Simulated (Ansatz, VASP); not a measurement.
## TiO in VASP and in Ansatz

```xyz
2
Lattice="2.8351 0.0000 0.0000 -1.4176 2.4553 0.0000 0.0000 0.0000 2.7938" Properties=species:S:1:pos:R:3 pbc="T T T"
Ti    1.4176    0.8184    0.0000
O     0.0000    0.0000    1.3969
```

Alike in both runs: task single point; functional PBEsol; k mesh 18 × 18 × 16; occupations gaussian, width 0.15 eV; no spin polarisation.

```csv
,VASP,Ansatz
version,VASP 6.6.1,Ansatz 0.2.0
potentials or method,"VASP PAW PBE potentials, release 64 (Ti_sv, O), cutoff 520 eV","scalar-relativistic, plane waves, PAW"
valence electrons in the cell,18,18
```

VASP gave:

| Item | Value |
| --- | --- |
| gap on the k mesh at the Fermi level (eV) | none |
| pressure (GPa) | -6.9 |
| traceless stress, the component that is largest in VASP (GPa) | 3.94 |

Estimate Ansatz's values.

gap on the k mesh at the Fermi level (eV): none; pressure (GPa): -7.6; traceless stress, the component that is largest in VASP (GPa): 3.82.

VASP's potentials were made for PBE, not for PBEsol, and Ansatz warns of the same on its side. A gap of «none» marks a metal or a gap that the smearing closes. With one functional, cell and mesh, what is left measures potentials, basis and numerics.
